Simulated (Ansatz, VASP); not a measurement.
**One calculation of Bi, two programs**

```
CELL_PARAMETERS angstrom
2.27300 1.31232 3.99354
-2.27300 1.31232 3.99354
0.00000 -2.62463 3.99354
ATOMIC_POSITIONS crystal
Bi 0.23389 0.23389 0.23389
Bi 0.76611 0.76611 0.76611
```

Change from the starting cell: zz strain of +1 %.

Alike in both runs: task single point; functional PBE; k mesh 11 × 11 × 11; occupations fermi-dirac, width 0.03 eV; no spin polarisation.

|  | VASP | Ansatz |
| --- | --- | --- |
| version | VASP 6.6.1 | Ansatz 0.2.0 |
| potentials or method | VASP PAW PBE potentials, release 64 (Bi_d), cutoff 520 eV | all-electron LAPW, scalar-relativistic |

|  | VASP | Ansatz | Ansatz less VASP |
| --- | --- | --- | --- |
| pressure (GPa) | 1.3 | 1.3 | +0.07 |
| traceless stress, the component that is largest in VASP (GPa) | -0.05 | -0.05 | -0.001 |
| rms of the force components (eV/Å) | 0.079 | 0.076 | -0.0033 |

Atom by atom the forces differ by 0.003 eV/Å (rms over components). Ansatz ran all-electron here, and VASP with PAW potentials.

Spin-orbit coupling is off throughout.
